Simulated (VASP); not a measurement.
Input of a VASP 6.6.1 run:

INCAR

```
  PREC = Accurate
  ENCUT = 600
  EDIFF = 1E-6
  ISMEAR = -1
  SIGMA = 0.05
  LREAL = F
  LASPH = T
  NELM = 120
  ALGO = Normal
  ISIF = 2
  LWAVE = F
  LCHARG = F
  GGA = CA
  NBANDS = 46
  GGA_COMPAT = F
```

Contents of KPOINTS:

```
regular mesh
0
Gamma
  9 6 4
```

File POSCAR:

```
TiO2
1.0
    2.9254344560     -0.0000621617      0.0001165050
    0.0001064937      4.6377613206     -0.0256646275
    1.4624356468      0.2001094734      7.0111106119
Ti O
3 6
Direct
    0.0036433771      0.0003766388      0.0007035091
    0.3451061119      0.4860836053      0.3178152597
    0.6622078519      0.5146692284      0.6835920209
    0.4405466461      0.1904782748      0.1269053975
    0.7793173478      0.2973961605      0.4493691124
    0.1023279399      0.3024808021      0.8033462653
    0.9049701498      0.6982719066      0.1980613232
    0.2279820595      0.7033562595      0.5520379307
    0.5667495061      0.8102741341      0.8745021712
```

Potentials or basis: VASP PAW LDA potentials, release 64 (Ti_sv, O).

Run with:

```sh
$ cat potpaw_LDA.64/Ti_sv/POTCAR potpaw_LDA.64/O/POTCAR > POTCAR
$ mpirun -np 1 vasp_std > vasp.out
```

Q: Estimate the largest force.

A: 0.100 eV/Å.

Q: What does it give for the pressure?

A: 1.0 GPa.

Forces on the atoms (eV/Å):
```
Ti   0.000  0.000  0.000
Ti   0.000  0.006 -0.045
Ti   0.000 -0.006  0.045
O    0.000  0.020  0.017
O    0.000 -0.099  0.012
O    0.000 -0.021  0.017
O    0.000  0.021 -0.016
O    0.000  0.099 -0.012
O    0.000 -0.020 -0.017
```
